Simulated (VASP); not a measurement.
# Fe (Im-3m) in VASP: a series of runs

The runs below take Fe through single point, with PBE, revPBE.

All numbers are computed with VASP 6.6.1; they aren't measurements. Logs are shortened: lines on timing, memory, paths and dates and some standing lists are left out, and cuts for length are marked.

### Step 1. The cell of the first run

It takes space group Im-3m (No. 229, cubic). The conventional cell has a = 2.886 Å, b = 2.886 Å, c = 2.886 Å, α = 90.00°, β = 90.00°, γ = 90.00°. Within 3.3 Å of Fe (site symmetry m-3m) lie 14 Fe at 2.50 to 2.89 Å.

### Step 2. Single point, PBE, collinear spin, ferromagnetic start

The input, INCAR:

```
PREC = Accurate ; ENCUT = 520
EDIFF = 1E-6 ; ISMEAR = 0
SIGMA = 0.023 ; LREAL = False
LASPH = True ; NELM = 150
ALGO = Fast ; ISIF = 2
LWAVE = False ; LCHARG = True
ISPIN = 2 ; MAGMOM = 3
LORBIT = 11 ; LMAXMIX = 4
GGA = PE ; LELF = True
LVHAR = True ; NBANDS = 14
```

The input, KPOINTS:

```
regular mesh
0
Gamma
  13 13 13
```

The input, POSCAR:

```
Fe
1.0
   -1.4430000000      1.4430000000      1.4430000000
    1.4430000000     -1.4430000000      1.4430000000
    1.4430000000      1.4430000000     -1.4430000000
Fe
1
Direct
    0.0000000000      0.0000000000      0.0000000000
```

Potentials or basis: VASP PAW PBE potentials, release 64 (Fe).

Command:

```
> cat potpaw_PBE.64/Fe/POTCAR > POTCAR
> mpirun -np 1 vasp_std > vasp.out
```

OUTCAR:

```text
PREC = Accurate
   ENCUT = 520
   EDIFF = 1E-6
   ISMEAR = 0
   LREAL = False
   LASPH = True
   NELM = 150
   ISIF = 2
   ISPIN = 2
   LORBIT = 11
   GGA = PE

 ion  position               nearest neighbor table
   1  0.000  0.000  0.000-

  LATTYP: Found a body centered cubic cell.
 ALAT       =     2.8860000000

  Lattice vectors:

 A1 = (  -1.4430000000,   1.4430000000,   1.4430000000)
 A2 = (   1.4430000000,  -1.4430000000,   1.4430000000)
 A3 = (   1.4430000000,   1.4430000000,  -1.4430000000)

Analysis of symmetry for initial positions (statically):
=====================================================================
 Subroutine PRICEL returns:
 Original cell was already a primitive cell.

 Routine SETGRP: Setting up the symmetry group for a
 body centered cubic supercell.

 Subroutine GETGRP returns: Found 48 space group operations
 (whereof 48 operations were pure point group operations)
 out of a pool of 48 trial point group operations.

The static configuration has the point symmetry O_h .

Analysis of symmetry for dynamics (positions and initial velocities):
=====================================================================
 Subroutine PRICEL returns:
 Original cell was already a primitive cell.

 Routine SETGRP: Setting up the symmetry group for a
 body centered cubic supercell.

 Subroutine GETGRP returns: Found 48 space group operations
 (whereof 48 operations were pure point group operations)
 out of a pool of 48 trial point group operations.

The dynamic configuration has the point symmetry O_h .

Analysis of structural, dynamic, and magnetic symmetry:
=====================================================================
 Subroutine PRICEL returns:
 Original cell was already a primitive cell.

 Routine SETGRP: Setting up the symmetry group for a
 body centered cubic supercell.

 Subroutine GETGRP returns: Found 48 space group operations
 (whereof 48 operations were pure point group operations)
 out of a pool of 48 trial point group operations.

The overall configuration has the point symmetry O_h .

 Subroutine INISYM returns: Found 48 space group operations
 (whereof 48 operations are pure point group operations),
 and found     1 'primitive' translations

----------------------------------------------------------------------------------------

                                     Primitive cell

  volume of cell :      12.0187

  direct lattice vectors                    reciprocal lattice vectors
    -1.443000000  1.443000000  1.443000000     0.000000000  0.346500347  0.346500347
     1.443000000 -1.443000000  1.443000000     0.346500347  0.000000000  0.346500347
     1.443000000  1.443000000 -1.443000000     0.346500347  0.346500347  0.000000000

  length of vectors
     2.499349315  2.499349315  2.499349315     0.490025489  0.490025489  0.490025489

  position of ions in fractional coordinates (direct lattice)
     0.000000000  0.000000000  0.000000000

  ion indices of the primitive-cell ions
   primitive index   ion index
                 1           1

----------------------------------------------------------------------------------------

 KPOINTS: regular mesh

Automatic generation of k-mesh.
 Grid dimensions read from file:
 generate k-points for:   13   13   13

 Generating k-lattice:

  Cartesian coordinates                     Fractional coordinates (reciprocal lattice)
     0.000000000  0.026653873  0.026653873     0.076923077  0.000000000  0.000000000
     0.026653873  0.000000000  0.026653873     0.000000000  0.076923077  0.000000000
     0.026653873  0.026653873  0.000000000     0.000000000  0.000000000  0.076923077

  Length of vectors
     0.037694268  0.037694268  0.037694268

  Shift w.r.t. Gamma in fractional coordinates (k-lattice)
     0.000000000  0.000000000  0.000000000

 Subroutine IBZKPT returns following result:
 ===========================================

 Found     84 irreducible k-points:

 Following reciprocal coordinates:
            Coordinates               Weight
  0.000000  0.000000  0.000000      1.000000
  0.076923  0.000000  0.000000     12.000000
  0.153846  0.000000  0.000000     12.000000
  0.230769  0.000000  0.000000     12.000000
  0.307692  0.000000  0.000000     12.000000
  0.384615  0.000000  0.000000     12.000000
[... 16 lines left out ...]
  0.153846  0.076923  0.076923     24.000000
  0.230769  0.076923  0.076923     24.000000
 [... further k-points ...]
   k-points           NKPTS =     84   k-points in BZ     NKDIM =     84   number of bands    NBANDS=     14
   number of dos      NEDOS =    301   number of ions     NIONS =      1
   total plane-waves  NPLWV =   8000
   dimension x,y,z NGX =    20 NGY =   20 NGZ =   20
   dimension x,y,z NGXF=    40 NGYF=   40 NGZF=   40
   ions per type =               1
   NGX,Y,Z   is equivalent  to a cutoff of  13.30, 13.30, 13.30 a.u.
   NGXF,Y,Z  is equivalent  to a cutoff of  26.61, 26.61, 26.61 a.u.
 SYSTEM =  unknown system
   PREC   = accura    normal or accurate (medium, high low for compatibility)
   ISTART =      0    job   : 0-new  1-cont  2-samecut
   ICHARG =      2    charge: 1-file 2-atom 10-const
   ISPIN  =      2    spin polarized calculation?
   LNONCOLLINEAR =      F non collinear calculations
   LSORBIT =      F    spin-orbit coupling
   LASPH  =      T    aspherical Exc in radial PAW
   ENCUT  =  520.0 eV  38.22 Ry    6.18 a.u.   4.65  4.65  4.65*2*pi/ulx,y,z
   NELM   =    150;   NELMIN=  2; NELMDL= -5     # of ELM steps
   EDIFF  = 0.1E-05   stopping-criterion for ELM
   LREAL  =      F    real-space projection
   EDIFFG = 0.1E-04   stopping-criterion for IOM
   NSW    =      0    number of steps for IOM
   IBRION =     -1    ionic relax: 0-MD 1-quasi-New 2-CG
   NFREE  =      0    steps in history (QN), initial steepest desc. (CG)
   ISIF   =      2    stress and relaxation
   ISYM   =      2    0-nonsym 1-usesym 2-fastsym
   POTIM  = 0.5000    time-step for ionic-motion
   TEBEG  =    0.0;   TEEND  =   0.0 temperature during run
   PSTRESS=    0.0 pullay stress
   NELECT =       8.0000    total number of electrons
   NUPDOWN=      -1.0000    fix difference up-down
   EMIN   =  10.00;   EMAX   =-10.00  energy-range for DOS
   EFERMI =   0.00;   METHOD = LEGACY
   ISMEAR =     0;   SIGMA  =   0.02  broadening in eV -4-tet -1-fermi 0-gaus
   EFERMI_NEDOS =   21; number of points for ismear=-14 and -15
   IALGO  =     68    algorithm
   IMIX   =      4    mixing-type and parameters
     AMIX     =   0.40;   BMIX     =  1.00
     AMIX_MAG =   1.60;   BMIX_MAG =  1.00
  volume/ion in A,a.u.               =      12.02        81.11
  Fermi-wavevector in a.u.,A,eV,Ry     =   1.429394  2.701162 27.798962  2.043166
  Thomas-Fermi vector in A             =   2.549352
   LORBIT       =     11    0 simple, 1 ext, 2 COOP (PROOUT), +10 PAW based schemes
   GGA     = PE    functional components
   LHFCALC =     F    Hartree Fock is set to
   AEXX    =    0.0000 exact exchange contribution
   IVDW    =     0    specifies the selected vdW correction
   LEPSILON=     F    determine dielectric tensor
   LRPA    =     F    only Hartree local field effects (RPA)
 spin polarized calculation
 RMM-DIIS sequential band-by-band and
 Gauss-broadening in eV      SIGMA  =   0.02
  energy-cutoff  :      520.00
  volume of cell :       12.02
 maximum number of plane-waves:       336
   NGX =  9   NGY =  9   NGZ =  9

 number of electron       7.9999995 magnetization       2.2810835

 Free energy of the ion-electron system (eV)
  ---------------------------------------------------
  ext. energy  EPLUGINS =         0.00000000
  ---------------------------------------------------
  free energy    TOTEN  =        -8.21629420 eV

  energy without entropy =       -8.21588689  energy(sigma->0) =       -8.21609055

 E-fermi :   5.2150     XC(G=0): -12.7999

 val. band max:        5.2128769959   @ k =  -0.4615  -0.4615   0.3077
 cond. band min:       5.2209537451   @ k =  -0.4615   0.4615   0.4615
 fundamental gap:      0.0080767492
 Fermi energy:         5.2149732006

 spin component 1

 k-point     1 :       0.0000    0.0000    0.0000
  band No.  band energies     occupation
      1      -2.8345      1.00000
      2       3.0368      1.00000
      3       3.0368      1.00000
      4       3.0368      1.00000
      5       4.1482      1.00000
      6       4.1482      1.00000
      7      29.7456      0.00000
      8      29.7456      0.00000
      9      29.7456      0.00000
     10      34.4779      0.00000
     11      34.4779      0.00000
     12      36.5356      0.00000
     13      36.5578      0.00000
     14      36.5587      0.00000
[... 375 lines left out ...]
 k-point    24 :       0.2308    0.0769    0.0769
  band No.  band energies     occupation
      1       0.4617      1.00000
      2       2.2833      1.00000
      3       2.6587      1.00000
      4       4.1074      1.00000
      5       4.2431      1.00000
      6       5.2939      0.00000
      7      18.1227      0.00000
      8      22.1783      0.00000
      9      23.7811      0.00000
     10      31.3111      0.00000
     11      34.9994      0.00000
     12      37.2950      0.00000
     13      39.1242      0.00000
     14      42.3686      0.00000

 [... further k-points ...]

 spin component 2

 k-point     1 :       0.0000    0.0000    0.0000
  band No.  band energies     occupation
      1      -2.6942      1.00000
      2       5.0549      1.00000
      3       5.0550      1.00000
      4       5.0551      1.00000
      5       6.9713      0.00000
      6       6.9714      0.00000
      7      29.4428      0.00000
      8      29.4428      0.00000
      9      29.4428      0.00000
     10      34.6178      0.00000
     11      34.6178      0.00000
     12      37.6938      0.00000
     13      37.7047      0.00000
     14      37.7047      0.00000
[... 375 lines left out ...]
 k-point    24 :       0.2308    0.0769    0.0769
  band No.  band energies     occupation
      1       0.8959      1.00000
      2       4.1179      1.00000
      3       4.3265      1.00000
      4       6.7870      0.00000
      5       7.0857      0.00000
      6       7.3619      0.00000
      7      18.8595      0.00000
      8      22.5374      0.00000
      9      24.4793      0.00000
     10      31.3040      0.00000
     11      35.5518      0.00000
     12      37.5183      0.00000
     13      39.4019      0.00000
     14      42.8437      0.00000

 [... further k-points ...]

------------------------ aborting loop because EDIFF is reached ----------------------------------------

  FORCE on cell =-STRESS in cart. coord.  units (eV):
  Direction    XX          YY          ZZ          XY          YZ          ZX
  --------------------------------------------------------------------------------------
  -------------------------------------------------------------------------------------
  Total       -0.7122123     -0.7122123     -0.7122123     -0.0000000     -0.0000000      0.0000000
  in kB      -94.9425832    -94.9425832    -94.9425832     -0.0000000     -0.0000000      0.0000000
  external PRESSURE =     -94.9425832 kB  Pullay stress =       0.0000000 kB

 VOLUME and BASIS-vectors are now :
 -----------------------------------------------------------------------------
  energy-cutoff  :      520.00
  volume of cell :       12.02
      direct lattice vectors                 reciprocal lattice vectors
    -1.443000000  1.443000000  1.443000000     0.000000000  0.346500347  0.346500347
     1.443000000 -1.443000000  1.443000000     0.346500347  0.000000000  0.346500347
     1.443000000  1.443000000 -1.443000000     0.346500347  0.346500347  0.000000000

 POSITION                                       TOTAL-FORCE (eV/Angst)
 -----------------------------------------------------------------------------------
      0.00000      0.00000      0.00000        -0.000000      0.000000      0.000000
 -----------------------------------------------------------------------------------
    total drift:                                0.000000     -0.000000      0.000000

  FREE ENERGIE OF THE ION-ELECTRON SYSTEM (eV)
  ---------------------------------------------------
  free  energy   TOTEN  =        -8.2162942047 eV

  energy  without entropy=       -8.2158868906  energy(sigma->0) =       -8.21609055

 total charge

# of ion       s       p       d       tot
------------------------------------------
    1        0.464   0.494   6.199   7.157

 magnetization (x)

# of ion       s       p       d       tot
------------------------------------------
    1       -0.014  -0.060   2.365   2.291
```

It took 24 s on 1 thread of Intel Xeon Platinum 8488C (Sapphire Rapids), shared host; peak memory 0.14 GiB.

What came out:

* Free energy: -8.2163 eV
* Pressure: -9.5 GPa
* Net moment: 2.28 μB per cell
* Site moments: Fe +2.29 μB
* Valence electrons inside the program's atomic spheres: Fe 7.16

### Step 3. Single point, revPBE, collinear spin, ferromagnetic start

The input, INCAR:

```
  ALGO = Fast
  EDIFF = 1E-6
  ENCUT = 520
  GGA = RE
  ISIF = 2
  ISMEAR = -1
  ISPIN = 2
  LASPH = True
  LCHARG = True
  LELF = True
  LMAXMIX = 4
  LORBIT = 11
  LREAL = False
  LVHAR = True
  LWAVE = False
  MAGMOM = 3
  NBANDS = 14
  NELM = 150
  PREC = Accurate
  SIGMA = 0.05
```

The input, KPOINTS:

```
k-points
0
Gamma
  13 13 13
```

POSCAR is that of step 2.

Potentials or basis: VASP PAW PBE potentials, release 64 (Fe).

Command:

```
> cat potpaw_PBE.64/Fe/POTCAR > POTCAR
> mpirun -np 1 vasp_std > vasp.out
```

OUTCAR:

```text
EDIFF = 1E-6
   ENCUT = 520
   GGA = RE
   ISIF = 2
   ISMEAR = -1
   ISPIN = 2
   LASPH = True
   LORBIT = 11
   LREAL = False
   NELM = 150
   PREC = Accurate

 ion  position               nearest neighbor table
   1  0.000  0.000  0.000-

  LATTYP: Found a body centered cubic cell.
 ALAT       =     2.8860000000

  Lattice vectors:

 A1 = (  -1.4430000000,   1.4430000000,   1.4430000000)
 A2 = (   1.4430000000,  -1.4430000000,   1.4430000000)
[... 1017 lines left out ...]
 [... further k-points ...]
[... 5 lines left out ...]
  --------------------------------------------------------------------------------------
  -------------------------------------------------------------------------------------
  Total       -0.3630017     -0.3630017     -0.3630017      0.0000000      0.0000000     -0.0000000
  in kB      -48.3905174    -48.3905174    -48.3905174      0.0000000      0.0000000     -0.0000000
  external PRESSURE =     -48.3905174 kB  Pullay stress =       0.0000000 kB

 VOLUME and BASIS-vectors are now :
 -----------------------------------------------------------------------------
  energy-cutoff  :      520.00
  volume of cell :       12.02
      direct lattice vectors                 reciprocal lattice vectors
    -1.443000000  1.443000000  1.443000000     0.000000000  0.346500347  0.346500347
     1.443000000 -1.443000000  1.443000000     0.346500347  0.000000000  0.346500347
     1.443000000  1.443000000 -1.443000000     0.346500347  0.346500347  0.000000000

 POSITION                                       TOTAL-FORCE (eV/Angst)
 -----------------------------------------------------------------------------------
      0.00000      0.00000      0.00000         0.000000     -0.000000      0.000000
 -----------------------------------------------------------------------------------
    total drift:                                0.000000     -0.000000      0.000000

  FREE ENERGIE OF THE ION-ELECTRON SYSTEM (eV)
  ---------------------------------------------------
  free  energy   TOTEN  =        -7.8520182019 eV

  energy  without entropy=       -7.8420298731  energy(sigma->0) =       -7.84702404

 total charge

# of ion       s       p       d       tot
------------------------------------------
    1        0.463   0.493   6.197   7.153

 magnetization (x)

# of ion       s       p       d       tot
------------------------------------------
    1       -0.015  -0.062   2.415   2.338
```

It took 32 s on 1 thread of Intel Xeon Platinum 8488C (Sapphire Rapids), shared host; peak memory 0.14 GiB.

What came out:

```
Free energy                                           : -7.8520 eV
Pressure                                              : -4.8 GPa
Net moment                                            : 2.33 μB per cell
Site moments                                          : Fe +2.34 μB
Valence electrons inside the program's atomic spheres : Fe 7.15
```

Caveat: the PAW data sets were made with another functional, which shifts forces and pressure a little.
